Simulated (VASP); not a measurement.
BSe: single point with PBE

The system is BSe.

```
B Se
1.0
     3.30283    0.00000    0.00000
    -1.65141    2.86033    0.00000
     0.00000    0.00000   11.19647
B Se
4 4
Direct
  0.66667 0.33333 0.11907
  0.66667 0.33333 0.38093
  0.33333 0.66667 0.61907
  0.33333 0.66667 0.88093
  0.00000 0.00000 0.00000
  0.33333 0.66667 0.25000
  0.00000 0.00000 0.50000
  0.66667 0.33333 0.75000
```

* Program: VASP 6.6.1
* Task: single point
* Functional: PBE
* Potentials or basis: VASP PAW PBE potentials, release 64 (B, Se)
* Cutoff: 520 eV
* k mesh: 15 × 15 × 4
* Occupations: gaussian, width 0.1 eV
* Spin: no spin polarisation

- Pressure: 0.1 GPa
- Band gap on the k mesh: zero (bands 18 and 19 overlap by 2.58 eV)

Levels at points of the mesh, in eV from the Fermi level:
```
           k point  band 14  band 15  band 16  band 17  band 18  band 19  band 20  band 21  band 22  band 23
(0.00, 0.00, 0.00)    -1.37    -0.88    -0.88    -0.36     1.14     1.14     1.55     1.95     1.96     2.06
(0.00, 0.00, 0.50)    -1.10    -1.10    -1.10     0.91     0.91     1.56     1.56     1.56     1.56     1.97
```

Wall time 3.3 min on 1 thread of Intel(R) Xeon(R) Platinum 8488C (Sapphire Rapids), on a shared host, peak memory 0.36 GiB.
